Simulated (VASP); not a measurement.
Set up this calculation in VASP 6.6.1, as the native input.

| Property | Result |
| --- | --- |
| Task | single point |
| Functional | PBE |
| Potentials or basis | VASP PAW PBE potentials, release 64 (W_sv) |
| Cutoff | 500 eV |
| k mesh | 26 × 26 × 26 |
| Occupations | gaussian, width 0.15 eV |
| Spin | no spin polarisation |
| Dipole correction | no |
| Further INCAR settings | ALGO = Normal; EDIFF = 1e-06; NBANDS = 13 |

The structure of W lies in POSCAR:

```
W
1.0
   -1.5917793224      1.5519848393      1.5917793224
    1.5917793224     -1.5519848393      1.5917793224
    1.5917793224      1.5519848393     -1.5917793224
W
1
Direct
    0.0000000000      0.0000000000      0.0000000000
```

This cell differs from its parent crystal: strain -0.0250 x Voigt [0, 1, 0, 0, 0, 0].

These files were run (other wordings do the same):

INCAR

```
SYSTEM = W
PREC = Accurate
ENCUT = 500
EDIFF = 1E-6
ISMEAR = 0
SIGMA = 0.15
LREAL = .FALSE.
LASPH = .TRUE.
NELM = 120
ALGO = Normal
ISIF = 2
LWAVE = .FALSE.
LCHARG = .TRUE.
GGA = PE
LELF = .TRUE.
LVHAR = .TRUE.
NBANDS = 13
GGA_COMPAT = .FALSE.
```

KPOINTS

```
Automatic mesh
0
G
  26 26 26
  0 0 0
```

Potentials or basis: VASP PAW PBE potentials, release 64 (W_sv).

The run is started by

```console
$ cat potpaw_PBE.64/W_sv/POTCAR > POTCAR
$ mpirun -np 1 vasp_std > vasp.out
```

Results of the run:

```
Pressure               : 8.8 GPa
Band gap on the k mesh : zero (bands 7 and 8 overlap by 6.38 eV)
```

Caveat: the cell differs from its parent crystal (strain -0.0250 x Voigt [0, 1, 0, 0, 0, 0]); the cell stands under pressure; spin-orbit coupling is left out, which moves the levels of the heavy elements.

Wall time 4.1 min on 1 thread of Intel Xeon 8259CL (shared host), peak memory 0.33 GiB.
